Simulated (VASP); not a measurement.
A run of VASP 6.6.1:

INCAR

```
SYSTEM = Ta2SiO3
ALGO = Normal
EDIFF = 1E-6
ENCUT = 700
GGA = PE
GGA_COMPAT = .False.
ISIF = 2
ISMEAR = 0
LASPH = .True.
LCHARG = .True.
LELF = .True.
LREAL = .False.
LVHAR = .True.
LWAVE = .False.
NBANDS = 33
NELM = 120
PREC = Accurate
SIGMA = 0.15
```

KPOINTS

```
k-points
0
Gamma
  4 4 2
  0 0 0
```

Contents of POSCAR:

```
Ta2SiO3
1.0
    3.5083006481     -0.0000000031      0.0000000000
   -1.7541503213      3.0382774869      0.0000000000
    0.0000000000      0.0000000000      6.7083149992
Ta Si O
2 1 3
Direct
    0.3333333333      0.6666666667      0.6999473992
    0.6666666667      0.3333333333      0.3000526008
    0.0000000000      0.0000000000      0.0000000000
    0.0000000000      0.0000000000      0.5000000000
    0.3333333333      0.6666666667      0.3148771116
    0.6666666667      0.3333333333      0.6851228884
```

Potentials or basis: VASP PAW PBE potentials, release 64 (Ta_sv_GW, Si, O).

The run is started by

```console
$ cat potpaw_PBE.64/Ta_sv_GW/POTCAR potpaw_PBE.64/Si/POTCAR potpaw_PBE.64/O/POTCAR > POTCAR
$ mpirun -np 1 vasp_std > vasp.out
```

Hardware: 1 thread of AMD EPYC 7R43 64-Core Processor (Zen 3) (shared host).

Q: How long does it take, and how much memory?

A: Wall time 62 s on 1 thread of AMD EPYC 7R43 64-Core Processor (Zen 3), with other jobs on the host, peak memory 0.2 GiB. Counts: scf iterations 18, k points 8.
